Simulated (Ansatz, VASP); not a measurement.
**As in VASP and in Ansatz**

```xyz
2
Lattice="1.8808 1.0859 3.5141 -1.8808 1.0859 3.5141 0.0000 -2.1718 3.5141" Properties=species:S:1:pos:R:3 pbc="T T T"
As    0.0000    0.0000    2.3825
As    0.0000    0.0000    8.1597
```

Alike in both runs: functional PBE; k mesh 7 × 7 × 7; occupations fermi-dirac, width 0.05 eV; non-collinear spin, spin-orbit coupling.

|  | VASP | Ansatz |
| --- | --- | --- |
| version | VASP 6.6.1 | Ansatz 0.2.0 |
| potentials or method | VASP PAW PBE potentials, release 64 (As_d) | Ansatz PAW |
| plane-wave cutoff (eV) | 600 | 420 |
| valence electrons in the cell | 30 | 30 |
| task | single point | band structure |

|  | VASP | Ansatz | Ansatz less VASP |
| --- | --- | --- | --- |
| pressure (GPa) | 3.7 | 3.6 | -0.06 |
| traceless stress, the component that is largest in VASP (GPa) | -0.60 | -0.58 | +0.021 |
| rms of the force components (eV/Å) | 0.234 | 0.225 | -0.0087 |
| net moment per atom (μB) | 0.00 | 0.00 | 0.000 |

Atom by atom the forces differ by 0.009 eV/Å (rms over components).
